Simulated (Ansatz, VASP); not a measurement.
## Na in VASP and in Ansatz

```
Na
1.0
     0.00000    2.59043    2.59043
     2.59043    0.00000    2.59043
     2.59043    2.59043    0.00000
Na
1
Cartesian
  0.0000 0.0000 0.0000
```

Alike in both runs: task single point; functional RPBE; k mesh 11 × 11 × 11; occupations fermi-dirac, width 0.1 eV; no spin polarisation.

|  | VASP | Ansatz |
| --- | --- | --- |
| version | VASP 6.6.1 | Ansatz 0.2.0 |
| potentials or method | VASP PAW PBE potentials, release 64 (Na_pv), cutoff 520 eV | plane waves (420 eV) with PAW, scalar-relativistic |
| valence electrons in the cell | 7 | 9 |

```tsv
	VASP	Ansatz	Ansatz less VASP
pressure (GPa)	1.2	1.2	0.00
```

VASP's potentials were made for PBE, not for RPBE. VASP's potentials hold 7 valence electrons a cell and Ansatz's 9, so a difference there can come from the potentials and not from the codes.
